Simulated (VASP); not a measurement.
# Rb (P6/mmm) in VASP: a series of runs, part 2 of 3

VASP 6.6.1. The steps go on from the part before.

**3. Single point, r2SCAN**

This run uses another cell than the first one, of 95.24 Å³/atom.

Contents of POSCAR:

```
Rb
1.0
    8.2113191600      0.0000000000      0.0000000000
   -4.1056595800      7.1112109911      0.0000000000
    0.0000000000      0.0000000000      4.8933275313
Rb
3
Direct
    1.0000000000      1.0000000000      1.0000000000
    0.3333333333      0.6666666667      0.5000000000
    0.6666666667      0.3333333333      0.5000000000
```

Contents of INCAR.step1:

```
ALGO     = Normal         # electronic algorithm
EDIFF    = 1E-4           # SCF threshold, eV
ENCUT    = 520            # plane-wave cutoff, eV
GGA      = PE             # functional
ISMEAR   = -1             # smearing method
LASPH    = True           # aspherical terms in the spheres
LCHARG   = False          # write CHGCAR
LREAL    = False          # projectors in reciprocal space
LWAVE    = True           # write WAVECAR
NBANDS   = 20             # bands
NELM     = 80             # most SCF steps
PREC     = Accurate       # precision mode
SIGMA    = 0.1            # smearing width, eV
```

Contents of INCAR.step2:

```
ALGO     = Normal         # electronic algorithm
EDIFF    = 1E-7           # SCF threshold, eV
ENCUT    = 520            # plane-wave cutoff, eV
ISIF     = 2              # what is computed and relaxed
ISMEAR   = -1             # smearing method
ISTART   = 1            
LASPH    = True           # aspherical terms in the spheres
LCHARG   = False          # write CHGCAR
LMIXTAU  = True         
LREAL    = False          # projectors in reciprocal space
LWAVE    = False          # write WAVECAR
METAGGA  = R2SCAN         # meta-GGA
NBANDS   = 20             # bands
NELM     = 80             # most SCF steps
PREC     = Accurate       # precision mode
SIGMA    = 0.1            # smearing width, eV
```

Contents of KPOINTS:

```
k-points
0
Gamma
  6 6 9
```

Potentials or basis: VASP PAW PBE potentials, release 64 (Rb_sv).

Run with:

```console
$ cat potpaw_PBE.64/Rb_sv/POTCAR > POTCAR
$ cp INCAR.step1 INCAR
$ mpirun -np 1 vasp_std > vasp.out
$ cp INCAR.step2 INCAR
$ mpirun -np 1 vasp_std > vasp.out
```

OUTCAR:

```text
EDIFF = 1E-7
   ENCUT = 520
   ISIF = 2
   ISMEAR = -1
   ISTART = 1
   LASPH = True
   LREAL = False
   METAGGA = R2SCAN
   NELM = 80
   PREC = Accurate

 ion  position               nearest neighbor table
   1  0.000  0.000  0.000-   2 5.33   3 5.33   2 5.33   3 5.33   2 5.33   2 5.33   3 5.33   3 5.33
                             3 5.33   3 5.33   2 5.33   2 5.33
   2  0.333  0.667  0.500-   3 4.74   3 4.74   3 4.74   1 5.33   1 5.33   1 5.33   1 5.33   1 5.33
                             1 5.33
   3  0.667  0.333  0.500-   2 4.74   2 4.74   2 4.74   1 5.33   1 5.33   1 5.33   1 5.33   1 5.33
                             1 5.33

  LATTYP: Found a hexagonal cell.
 ALAT       =     8.2113191600
 C/A-ratio  =     0.5959246542

  Lattice vectors:

 A1 = (   8.2113191600,   0.0000000000,   0.0000000000)
 A2 = (  -4.1056595800,   7.1112109911,   0.0000000000)
 A3 = (   0.0000000000,   0.0000000000,   4.8933275313)

Analysis of symmetry for initial positions (statically):
=====================================================================
 Subroutine PRICEL returns:
 Original cell was already a primitive cell.

 Routine SETGRP: Setting up the symmetry group for a
 hexagonal supercell.

 Subroutine GETGRP returns: Found 24 space group operations
 (whereof 24 operations were pure point group operations)
 out of a pool of 24 trial point group operations.

The static configuration has the point symmetry D_6h.

Analysis of symmetry for dynamics (positions and initial velocities):
=====================================================================
 Subroutine PRICEL returns:
 Original cell was already a primitive cell.

 Routine SETGRP: Setting up the symmetry group for a
 hexagonal supercell.

 Subroutine GETGRP returns: Found 24 space group operations
 (whereof 24 operations were pure point group operations)
 out of a pool of 24 trial point group operations.

The dynamic configuration has the point symmetry D_6h.

 Subroutine INISYM returns: Found 24 space group operations
 (whereof 24 operations are pure point group operations),
 and found     1 'primitive' translations

----------------------------------------------------------------------------------------

                                     Primitive cell

  volume of cell :     285.7333

  direct lattice vectors                    reciprocal lattice vectors
     8.211319160  0.000000000  0.000000000     0.121783112  0.070311512  0.000000000
    -4.105659580  7.111210991  0.000000000     0.000000000  0.140623025  0.000000000
     0.000000000  0.000000000  4.893327531     0.000000000  0.000000000  0.204359915

  length of vectors
     8.211319160  8.211319160  4.893327531     0.140623025  0.140623025  0.204359915

  position of ions in fractional coordinates (direct lattice)
     0.000000000  0.000000000  0.000000000
     0.333333333  0.666666667  0.500000000
     0.666666667  0.333333333  0.500000000

  ion indices of the primitive-cell ions
   primitive index   ion index
                 1           1
                 2           2
                 3           3

----------------------------------------------------------------------------------------

 KPOINTS: k-points

Automatic generation of k-mesh.
 Grid dimensions read from file:
 generate k-points for:    6    6    9

 Generating k-lattice:

  Cartesian coordinates                     Fractional coordinates (reciprocal lattice)
     0.020297185  0.011718585  0.000000000     0.166666667  0.000000000  0.000000000
     0.000000000  0.023437171  0.000000000     0.000000000  0.166666667  0.000000000
     0.000000000  0.000000000  0.022706657     0.000000000  0.000000000  0.111111111

  Length of vectors
     0.023437171  0.023437171  0.022706657

  Shift w.r.t. Gamma in fractional coordinates (k-lattice)
     0.000000000  0.000000000  0.000000000

 Subroutine IBZKPT returns following result:
 ===========================================

 Found     35 irreducible k-points:

 Following reciprocal coordinates:
            Coordinates               Weight
  0.000000  0.000000  0.000000      1.000000
  0.166667 -0.000000  0.000000      6.000000
  0.333333  0.000000  0.000000      6.000000
  0.500000  0.000000  0.000000      3.000000
  0.166667  0.166667  0.000000      6.000000
  0.333333  0.166667  0.000000     12.000000
[... 16 lines left out ...]
  0.166667 -0.000000  0.333333     12.000000
  0.333333  0.000000  0.333333     12.000000
 [... further k-points ...]
   k-points           NKPTS =     35   k-points in BZ     NKDIM =     35   number of bands    NBANDS=     20
   number of dos      NEDOS =    301   number of ions     NIONS =      3
   total plane-waves  NPLWV = 147456
   dimension x,y,z NGX =    64 NGY =   64 NGZ =   36
   dimension x,y,z NGXF=   128 NGYF=  128 NGZF=   72
   ions per type =               3
   NGX,Y,Z   is equivalent  to a cutoff of  12.96, 12.96, 12.23 a.u.
   NGXF,Y,Z  is equivalent  to a cutoff of  25.91, 25.91, 24.46 a.u.
 SYSTEM =  unknown system
   PREC   = accura    normal or accurate (medium, high low for compatibility)
   ISTART =      1    job   : 0-new  1-cont  2-samecut
   ICHARG =      0    charge: 1-file 2-atom 10-const
   ISPIN  =      1    spin polarized calculation?
   LNONCOLLINEAR =      F non collinear calculations
   LSORBIT =      F    spin-orbit coupling
   LASPH  =      T    aspherical Exc in radial PAW
   ENCUT  =  520.0 eV  38.22 Ry    6.18 a.u.  15.27 15.27  9.10*2*pi/ulx,y,z
   NELM   =     80;   NELMIN=  2; NELMDL=  0     # of ELM steps
   EDIFF  = 0.1E-06   stopping-criterion for ELM
   LREAL  =      F    real-space projection
   EDIFFG = 0.1E-05   stopping-criterion for IOM
   NSW    =      0    number of steps for IOM
   IBRION =     -1    ionic relax: 0-MD 1-quasi-New 2-CG
   NFREE  =      0    steps in history (QN), initial steepest desc. (CG)
   ISIF   =      2    stress and relaxation
   ISYM   =      2    0-nonsym 1-usesym 2-fastsym
   POTIM  = 0.5000    time-step for ionic-motion
   TEBEG  =    0.0;   TEEND  =   0.0 temperature during run
   PSTRESS=    0.0 pullay stress
   NELECT =      27.0000    total number of electrons
   NUPDOWN=      -1.0000    fix difference up-down
   EMIN   =  10.00;   EMAX   =-10.00  energy-range for DOS
   EFERMI =   0.00;   METHOD = LEGACY
   ISMEAR =    -1;   SIGMA  =   0.10  broadening in eV -4-tet -1-fermi 0-gaus
   EFERMI_NEDOS =   21; number of points for ismear=-14 and -15
   IALGO  =     38    algorithm
   IMIX   =      4    mixing-type and parameters
     AMIX     =   0.40;   BMIX     =  1.00
     AMIX_MAG =   1.60;   BMIX_MAG =  1.00
  volume/ion in A,a.u.               =      95.24       642.74
  Fermi-wavevector in a.u.,A,eV,Ry     =   0.745663  1.409098  7.565017  0.556013
  Thomas-Fermi vector in A             =   1.841302
   LORBIT       =      0    0 simple, 1 ext, 2 COOP (PROOUT), +10 PAW based schemes
   METAGGA = R2SCAN    functional components
   LHFCALC =     F    Hartree Fock is set to
   AEXX    =    0.0000 exact exchange contribution
   IVDW    =     0    specifies the selected vdW correction
   LEPSILON=     F    determine dielectric tensor
   LRPA    =     F    only Hartree local field effects (RPA)
 non-spin polarized calculation
  energy-cutoff  :      520.00
  volume of cell :      285.73
 maximum number of plane-waves:      7746
 NGX is ok and might be reduce to    64
   NGX = 31   NGY = 31   NGZ = 19

 number of electron      27.0000000 magnetization

 Free energy of the ion-electron system (eV)
  ---------------------------------------------------
  ext. energy  EPLUGINS =         0.00000000
  ---------------------------------------------------
  free energy    TOTEN  =       -41.77308693 eV

  energy without entropy =      -41.68627125  energy(sigma->0) =      -41.72967909

 E-fermi :  -0.0229     XC(G=0):  -5.6098

 val. band max:       -0.0359717545   @ k =   0.1667   0.1667   0.0000
 cond. band min:      -0.0098799397   @ k =   0.1667   0.1667   0.0000
 fundamental gap:      0.0260918148
 Fermi energy:        -0.0228947430

 k-point     1 :       0.0000    0.0000    0.0000
  band No.  band energies     occupation
      1     -30.1840      2.00000
      2     -30.1792      2.00000
      3     -30.0673      2.00000
      4     -13.7485      2.00000
      5     -13.7485      2.00000
      6     -13.6926      2.00000
[... 541 lines left out ...]
     19       2.1552      0.00000
     20       2.8426      0.00000

 [... further k-points ...]

------------------------ aborting loop because EDIFF is reached ----------------------------------------

  FORCE on cell =-STRESS in cart. coord.  units (eV):
  Direction    XX          YY          ZZ          XY          YZ          ZX
  --------------------------------------------------------------------------------------
  -------------------------------------------------------------------------------------
  Total        0.0203316      0.0203316      0.0041405      0.0000000      0.0000000      0.0000000
  in kB        0.1140046      0.1140046      0.0232170      0.0000000      0.0000000      0.0000000
  external PRESSURE =       0.0837421 kB  Pullay stress =       0.0000000 kB

 VOLUME and BASIS-vectors are now :
 -----------------------------------------------------------------------------
  energy-cutoff  :      520.00
  volume of cell :      285.73
      direct lattice vectors                 reciprocal lattice vectors
     8.211319160  0.000000000  0.000000000     0.121783112  0.070311512  0.000000000
    -4.105659580  7.111210991  0.000000000     0.000000000  0.140623025  0.000000000
     0.000000000  0.000000000  4.893327531     0.000000000  0.000000000  0.204359915

 POSITION                                       TOTAL-FORCE (eV/Angst)
 -----------------------------------------------------------------------------------
      0.00000      0.00000      0.00000        -0.000000      0.000000      0.000000
     -0.00000      4.74081      2.44666         0.000000      0.000000      0.000000
      4.10566      2.37040      2.44666        -0.000000      0.000000      0.000000
 -----------------------------------------------------------------------------------
    total drift:                                0.000000     -0.000000      0.000000

  FREE ENERGIE OF THE ION-ELECTRON SYSTEM (eV)
  ---------------------------------------------------
  free  energy   TOTEN  =       -41.7730869345 eV

  energy  without entropy=      -41.6862712532  energy(sigma->0) =      -41.72967909
```

Wall time 6.1 min (1 thread of Intel Xeon 6975P-C (Granite Rapids), shared host); peak memory 0.48 GiB.

What came out:

* Free energy: -41.7731 eV
* Pressure: 0.0 GPa
* Band gap on the k mesh: zero (an odd number of electrons rules out a gap without spin polarisation)

Caveat: the PAW data sets were made with another functional, which shifts forces and pressure a little.

**4. Single point, r2SCAN (83.82 Å³/atom)**

This run uses another cell than the first one, of 83.82 Å³/atom.

Contents of POSCAR:

```
Rb
1.0
    7.8687755352      0.0000000000      0.0000000000
   -3.9343877676      6.8145595101      0.0000000000
    0.0000000000      0.0000000000      4.6891973401
Rb
3
Direct
    1.0000000000      1.0000000000      1.0000000000
    0.3333333333      0.6666666667      0.5000000000
    0.6666666667      0.3333333333      0.5000000000
```

Contents of INCAR.step1:

```
PREC     = Accurate       # precision mode
ENCUT    = 520            # plane-wave cutoff, eV
ISMEAR   = -1             # smearing method
SIGMA    = 0.1            # smearing width, eV
LREAL    = F              # projectors in reciprocal space
LASPH    = T              # aspherical terms in the spheres
NELM     = 60             # most SCF steps
NBANDS   = 20             # bands
GGA      = PE             # functional
ALGO     = Normal         # electronic algorithm
EDIFF    = 1E-4           # SCF threshold, eV
LWAVE    = T              # write WAVECAR
LCHARG   = F              # write CHGCAR
```

Contents of INCAR.step2:

```
PREC     = Accurate       # precision mode
ENCUT    = 520            # plane-wave cutoff, eV
EDIFF    = 1E-6           # SCF threshold, eV
ISMEAR   = -1             # smearing method
SIGMA    = 0.1            # smearing width, eV
LREAL    = F              # projectors in reciprocal space
LASPH    = T              # aspherical terms in the spheres
NELM     = 60             # most SCF steps
ALGO     = Normal         # electronic algorithm
ISIF     = 2              # what is computed and relaxed
LWAVE    = F              # write WAVECAR
LCHARG   = F              # write CHGCAR
METAGGA  = R2SCAN         # meta-GGA
LMIXTAU  = T            
NBANDS   = 20             # bands
ISTART   = 1
```

Contents of KPOINTS:

```
Automatic mesh
0
Gamma
  5 5 7
```

Potentials or basis: VASP PAW PBE potentials, release 64 (Rb_sv).

Run with:

```console
$ cat potpaw_PBE.64/Rb_sv/POTCAR > POTCAR
$ cp INCAR.step1 INCAR
$ mpirun -np 1 vasp_std > vasp.out
$ cp INCAR.step2 INCAR
$ mpirun -np 1 vasp_std > vasp.out
```

OUTCAR:

```text
PREC = Accurate
   ENCUT = 520
   EDIFF = 1E-6
   ISMEAR = -1
   LREAL = F
   LASPH = T
   NELM = 60
   ISIF = 2
   METAGGA = R2SCAN
   ISTART = 1

 ion  position               nearest neighbor table
   1  0.000  0.000  0.000-   2 5.11   3 5.11   2 5.11   3 5.11   2 5.11   2 5.11   3 5.11   3 5.11
                             3 5.11   3 5.11   2 5.11   2 5.11
   2  0.333  0.667  0.500-   3 4.54   3 4.54   3 4.54   1 5.11   1 5.11   1 5.11   1 5.11   1 5.11
                             1 5.11
[... 654 lines left out ...]
  Direction    XX          YY          ZZ          XY          YZ          ZX
  --------------------------------------------------------------------------------------
  -------------------------------------------------------------------------------------
  Total        0.6866132      0.6866132      0.6375954      0.0000000      0.0000000      0.0000000
  in kB        4.3750125      4.3750125      4.0626772      0.0000000      0.0000000      0.0000000
  external PRESSURE =       4.2709007 kB  Pullay stress =       0.0000000 kB

 VOLUME and BASIS-vectors are now :
 -----------------------------------------------------------------------------
  energy-cutoff  :      520.00
  volume of cell :      251.45
      direct lattice vectors                 reciprocal lattice vectors
     7.868775535  0.000000000  0.000000000     0.127084576  0.073372314  0.000000000
    -3.934387768  6.814559510  0.000000000     0.000000000  0.146744628  0.000000000
     0.000000000  0.000000000  4.689197340     0.000000000  0.000000000  0.213256113

 POSITION                                       TOTAL-FORCE (eV/Angst)
 -----------------------------------------------------------------------------------
      0.00000      0.00000      0.00000         0.000000     -0.000000      0.000000
     -0.00000      4.54304      2.34460        -0.000000     -0.000000      0.000000
      3.93439      2.27152      2.34460        -0.000000      0.000000      0.000000
 -----------------------------------------------------------------------------------
    total drift:                                0.000000     -0.000000      0.000000

  FREE ENERGIE OF THE ION-ELECTRON SYSTEM (eV)
  ---------------------------------------------------
  free  energy   TOTEN  =       -41.7353666468 eV

  energy  without entropy=      -41.6603717781  energy(sigma->0) =      -41.69786921
```

OSZICAR.step1:

```text
N       E                     dE             d eps       ncg     rms          rms(c)
DAV:   1     0.185348974449E+03    0.18535E+03   -0.10094E+04   808   0.102E+03
DAV:   2     0.166468098260E+02   -0.16870E+03   -0.16592E+03  1004   0.214E+02
DAV:   3    -0.217128861544E+01   -0.18818E+02   -0.18747E+02  1256   0.674E+01
DAV:   4    -0.279147404741E+01   -0.62019E+00   -0.61802E+00  1096   0.128E+01
DAV:   5    -0.280979256284E+01   -0.18319E-01   -0.18317E-01  1128   0.184E+00    0.236E+00
DAV:   6    -0.281006359367E+01   -0.27103E-03   -0.82381E-03  1168   0.480E-01    0.144E+00
DAV:   7    -0.281192480353E+01   -0.18612E-02   -0.10487E-02   940   0.529E-01    0.933E-02
DAV:   8    -0.281223093515E+01   -0.30613E-03   -0.78020E-04  1076   0.166E-01    0.282E-02
DAV:   9    -0.281225296236E+01   -0.22027E-04   -0.26419E-05   620   0.299E-02
   1 F= -.28122530E+01 E0= -.27719879E+01  d E =-.805301E-01
```

Wall time 5.3 min (1 thread of AMD EPYC 9R45 (Zen 5), shared host); peak memory 0.36 GiB.

What came out:

| Quantity | Value |
| --- | --- |
| Free energy | -41.7354 eV |
| Pressure | 0.4 GPa |
| Band gap on the k mesh | zero (an odd number of electrons rules out a gap without spin polarisation) |

Caveat: the PAW data sets were made with another functional, which shifts forces and pressure a little.

(Part 2 of 3 ends here.)
